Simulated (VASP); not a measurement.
# GaN (P6_3mc) in VASP: notebook, part 2 of 2

VASP 6.6.1. The steps go on from the part before.

## (3) Single point, r2SCAN (strain -0.030 along x and y, -0.015 along z)

Input file POSCAR:

```
GaN
1.0
    3.0845996707      0.0000000000      0.0000000000
   -1.5422998354      2.6713416753      0.0000000000
    0.0000000000      0.0000000000      5.0885100000
Ga N
2 2
Direct
    0.3333333333      0.6666666667      0.0000000000
    0.6666666667      0.3333333333      0.5000000000
    0.3333333333      0.6666666667      0.3750000000
    0.6666666667      0.3333333333      0.8750000000
```

Input file INCAR.step1:

```
PREC = Accurate
ENCUT = 520
ISMEAR = 0
SIGMA = 0.05
LREAL = False
LASPH = True
NELM = 60
NBANDS = 26
GGA = PE
ALGO = Normal
EDIFF = 1E-4
LWAVE = True
LCHARG = False
```

Input file INCAR.step2:

```
PREC = Accurate
ENCUT = 520
EDIFF = 1E-7
ISMEAR = 0
SIGMA = 0.05
LREAL = False
LASPH = True
NELM = 60
ALGO = Normal
ISIF = 2
LWAVE = False
LCHARG = False
METAGGA = R2SCAN
LMIXTAU = True
NBANDS = 26
ISTART = 1
```

Input file KPOINTS:

```
Automatic mesh
0
Gamma
  12 12 6
```

Potentials or basis: VASP PAW PBE potentials, release 64 (Ga_d, N).

Launch:

```
cat potpaw_PBE.64/Ga_d/POTCAR potpaw_PBE.64/N/POTCAR > POTCAR
cp INCAR.step1 INCAR
mpirun -np 1 vasp_std > vasp.out
cp INCAR.step2 INCAR
mpirun -np 1 vasp_std > vasp.out
```

Wall time 2.8 min (1 thread of AMD EPYC 9R45 (Zen 5), shared host); peak memory 0.18 GiB.

Results (log left out):

| Item | Value |
| --- | --- |
| Free energy | -43.5880 eV |
| Pressure | 20.5 GPa |
| Largest force | 0.088 eV/Å |
| Band gap on the k mesh | 2.85 eV |

Forces in eV/Å, atoms in the order of the input:
```
Ga   0.000  0.000  0.088
Ga   0.000  0.000  0.088
N    0.000  0.000 -0.088
N    0.000  0.000 -0.088
```

Stress tensor (GPa, compression positive):
```
22.18  0.00  0.00
 0.00 22.18  0.00
 0.00  0.00 17.02
```

Levels at points of the mesh, in eV from the valence-band top:
| k point | band 16 | band 17 | band 18 | band 19 | band 20 | band 21 |
| --- | --- | --- | --- | --- | --- | --- |
| (0.00, 0.00, 0.00) | -0.13 | 0.00 | 0.00 | 2.85 | 5.50 | 10.33 |
| (0.50, 0.00, 0.00) | -3.11 | -2.54 | -1.16 | 5.90 | 6.41 | 6.83 |
| (0.00, 0.00, 0.50) | -0.58 | -0.58 | -0.58 | 5.34 | 5.34 | 9.56 |
| (0.50, 0.00, 0.50) | -2.23 | -2.21 | -2.21 | 5.09 | 5.09 | 8.91 |

Caveat: the cell differs from its parent crystal (strain -0.030 along x and y, -0.015 along z); the stress differs along the axes, from 17 to 22 GPa; the PAW data sets were made with another functional, which shifts forces and pressure a little.

## (4) Single point, r2SCAN (strain -0.030 along x and y, +0.000 along z)

Changes to POSCAR since step 3:

```diff
@@ -4,3 +4,3 @@
    -1.5422998354      2.6713416753      0.0000000000
-    0.0000000000      0.0000000000      5.0885100000
+    0.0000000000      0.0000000000      5.1660000000
 Ga N
```

Input file INCAR.step1:

```
PREC = Accurate ; ENCUT = 520
ISMEAR = 0 ; SIGMA = 0.05
LREAL = False ; LASPH = True
NELM = 100 ; NBANDS = 26
GGA = PE ; ALGO = Normal
EDIFF = 1E-4 ; LWAVE = True
LCHARG = False
```

Input file INCAR.step2:

```
PREC = Accurate ; ENCUT = 520
EDIFF = 1E-6 ; ISMEAR = 0
SIGMA = 0.05 ; LREAL = False
LASPH = True ; NELM = 100
ALGO = Normal ; ISIF = 2
LWAVE = False ; LCHARG = True
METAGGA = R2SCAN ; LMIXTAU = True
LELF = True ; LVHAR = True
NBANDS = 26 ; ISTART = 1
```

KPOINTS is that of step 3.

Potentials or basis: VASP PAW PBE potentials, release 64 (Ga_d, N).

Launch:

```
cat potpaw_PBE.64/Ga_d/POTCAR potpaw_PBE.64/N/POTCAR > POTCAR
cp INCAR.step1 INCAR
mpirun -np 1 vasp_std > vasp.out
cp INCAR.step2 INCAR
mpirun -np 1 vasp_std > vasp.out
```

OUTCAR:

```text
PREC = Accurate
   ENCUT = 520
   EDIFF = 1E-6
   ISMEAR = 0
   LREAL = False
   LASPH = True
   NELM = 100
   ISIF = 2
   METAGGA = R2SCAN
   ISTART = 1

 ion  position               nearest neighbor table
   1  0.333  0.667  0.000-   4 1.89   4 1.89   4 1.89   3 1.94
   2  0.667  0.333  0.500-   3 1.89   3 1.89   3 1.89   4 1.94
   3  0.333  0.667  0.375-   2 1.89   2 1.89   2 1.89   1 1.94
   4  0.667  0.333  0.875-   1 1.89   1 1.89   1 1.89   2 1.94

  LATTYP: Found a hexagonal cell.
 ALAT       =     3.0845996707
 C/A-ratio  =     1.6747716240

  Lattice vectors:

 A1 = (   3.0845996707,   0.0000000000,   0.0000000000)
 A2 = (  -1.5422998354,   2.6713416753,   0.0000000000)
 A3 = (   0.0000000000,   0.0000000000,   5.1660000000)

Analysis of symmetry for initial positions (statically):
=====================================================================
 Subroutine PRICEL returns:
 Original cell was already a primitive cell.

 Routine SETGRP: Setting up the symmetry group for a
 hexagonal supercell.

 Subroutine GETGRP returns: Found 12 space group operations
[... 170 lines left out ...]
  energy without entropy =      -43.63896918  energy(sigma->0) =      -43.63896918

 E-fermi :   6.0997     XC(G=0): -13.0623

 val. band max:        5.9018874481   @ k =   0.0000   0.0000   0.0000
 cond. band min:       8.5862243850   @ k =   0.0000   0.0000   0.0000
 fundamental gap:      2.6843369368
 Fermi energy:         6.0997037635

 k-point     1 :       0.0000    0.0000    0.0000
  band No.  band energies     occupation
      1     -11.5636      2.00000
      2     -10.3922      2.00000
      3      -8.0511      2.00000
      4      -8.0369      2.00000
      5      -8.0369      2.00000
      6      -7.9601      2.00000
[... 685 lines left out ...]
     25      18.3897      0.00000
     26      20.2963      0.00000

 [... further k-points ...]

------------------------ aborting loop because EDIFF is reached ----------------------------------------

  FORCE on cell =-STRESS in cart. coord.  units (eV):
  Direction    XX          YY          ZZ          XY          YZ          ZX
  --------------------------------------------------------------------------------------
  -------------------------------------------------------------------------------------
  Total        5.4694573      5.4694573      2.2150536     -0.0000000      0.0000000      0.0000000
  in kB      205.8600969    205.8600969     83.3704541     -0.0000000      0.0000000      0.0000000
  external PRESSURE =     165.0302159 kB  Pullay stress =       0.0000000 kB

 VOLUME and BASIS-vectors are now :
 -----------------------------------------------------------------------------
  energy-cutoff  :      520.00
  volume of cell :       42.57
      direct lattice vectors                 reciprocal lattice vectors
     3.084599671  0.000000000  0.000000000     0.324191178  0.187171864  0.000000000
    -1.542299835  2.671341675  0.000000000     0.000000000  0.374343727  0.000000000
     0.000000000  0.000000000  5.166000000     0.000000000  0.000000000  0.193573364

 POSITION                                       TOTAL-FORCE (eV/Angst)
 -----------------------------------------------------------------------------------
     -0.00000      1.78089      0.00000        -0.000000      0.000000      0.290181
      1.54230      0.89045      2.58300         0.000000     -0.000000      0.290181
     -0.00000      1.78089      1.93725         0.000000      0.000000     -0.290181
      1.54230      0.89045      4.52025         0.000000     -0.000000     -0.290181
 -----------------------------------------------------------------------------------
    total drift:                                0.000002      0.000003      0.046395

  FREE ENERGIE OF THE ION-ELECTRON SYSTEM (eV)
  ---------------------------------------------------
  free  energy   TOTEN  =       -43.6389691797 eV

  energy  without entropy=      -43.6389691797  energy(sigma->0) =      -43.63896918
```

OUTCAR.step1:

```text
PREC = Accurate
   ENCUT = 520
   ISMEAR = 0
   LREAL = False
   LASPH = True
[... 927 lines left out ...]
     -0.00000      1.78089      0.00000        -0.000000      0.000000      0.285674
      1.54230      0.89045      2.58300        -0.000000     -0.000000      0.285674
     -0.00000      1.78089      1.93725        -0.000000      0.000000     -0.285674
      1.54230      0.89045      4.52025         0.000000     -0.000000     -0.285674
 -----------------------------------------------------------------------------------
    total drift:                               -0.000000      0.000000      0.001549

  FREE ENERGIE OF THE ION-ELECTRON SYSTEM (eV)
  ---------------------------------------------------
  free  energy   TOTEN  =       -24.0261908973 eV

  energy  without entropy=      -24.0261908973  energy(sigma->0) =      -24.02619090
```

OSZICAR.step1:

```text
N       E                     dE             d eps       ncg     rms          rms(c)
DAV:   1     0.271128075540E+03    0.27113E+03   -0.17681E+04  4416   0.264E+03
DAV:   2     0.540805241563E+01   -0.26572E+03   -0.25058E+03  4296   0.481E+02
DAV:   3    -0.272481217374E+02   -0.32656E+02   -0.32228E+02  4654   0.140E+02
DAV:   4    -0.282718105853E+02   -0.10237E+01   -0.10201E+01  4538   0.266E+01
DAV:   5    -0.282937344228E+02   -0.21924E-01   -0.21906E-01  4820   0.379E+00    0.113E+01
DAV:   6    -0.239341889857E+02    0.43595E+01   -0.10067E+01  6518   0.522E+01    0.308E+00
DAV:   7    -0.240446160573E+02   -0.11043E+00   -0.16348E+00  4182   0.928E+00    0.279E+00
DAV:   8    -0.240395442576E+02    0.50718E-02   -0.13301E-01  5724   0.580E+00    0.694E-01
DAV:   9    -0.240255926379E+02    0.13952E-01   -0.53808E-02  6380   0.419E+00    0.290E-01
DAV:  10    -0.240262863801E+02   -0.69374E-03   -0.35023E-03  4492   0.543E-01    0.956E-02
DAV:  11    -0.240261908973E+02    0.95483E-04   -0.79487E-04  5072   0.518E-01
   1 F= -.24026191E+02 E0= -.24026191E+02  d E =-.184189E-19
```

Run time: 2.6 min. Hardware: 1 thread of AMD EPYC 9R45 (Zen 5), shared host; peak memory 0.18 GiB.

What came out:

```yaml
Free_energy: -43.6390 eV
Pressure: 16.5 GPa
Largest_force: 0.290 eV/Å
Band_gap_on_the_k_mesh: 2.68 eV
```

Forces on the atoms (eV/Å):
```
Ga   0.000  0.000  0.290
Ga   0.000  0.000  0.290
N    0.000  0.000 -0.290
N    0.000  0.000 -0.290
```

Stress tensor (GPa, compression positive):
```
20.59  0.00  0.00
 0.00 20.59  0.00
 0.00  0.00  8.34
```

Levels at points of the mesh, in eV from the valence-band top:
```tsv
k point	band 15	band 16	band 17	band 18	band 19	band 20	band 21	band 22
(0.00, 0.00, 0.00)	-1.06	-0.19	0.00	0.00	2.68	5.53	10.10	11.22
(0.50, 0.00, 0.00)	-4.65	-3.00	-2.50	-1.18	5.94	6.28	6.66	9.78
(0.00, 0.00, 0.50)	-0.54	-0.54	-0.54	-0.54	5.27	5.27	9.37	9.37
(0.50, 0.00, 0.50)	-2.27	-2.27	-2.16	-2.16	4.98	4.98	8.76	8.76
```

Caveat: the cell differs from its parent crystal (strain -0.030 along x and y, +0.000 along z); the stress differs along the axes, from 8 to 21 GPa; the PAW data sets were made with another functional, which shifts forces and pressure a little.

## (5) The runs side by side

| cell | gap on the mesh (eV) | pressure (GPa) | largest force (eV/Å) |
| --- | --- | --- | --- |
| a = 3.085, b = 3.085, c = 5.011 Å, angles 90.0, 90.0, 120.0°, 4 atoms | 3.01 | 24.9 | 0.17 |
| a = 3.085, b = 3.085, c = 5.089 Å, angles 90.0, 90.0, 120.0°, 4 atoms | 2.85 | 20.5 | 0.09 |
| a = 3.085, b = 3.085, c = 5.166 Å, angles 90.0, 90.0, 120.0°, 4 atoms | 2.68 | 16.5 | 0.29 |

Alike in all rows: task single point; level r2SCAN; potentials or basis VASP PAW PBE potentials, release 64 (Ga_d, N); no spin polarisation; k mesh 12 × 12 × 6; cutoff (eV) 520; smearing gaussian 0.05 eV.

Caveats: the PAW data sets were made with another functional, which shifts forces and pressure a little; the cell stands under pressure (at least some runs); the stress differs along the axes, from 17 to 22 GPa (at least some runs); the stress differs along the axes, from 8 to 21 GPa (at least some runs).

Total energies depend on the potentials used, so only differences within one code and one set of settings carry meaning.
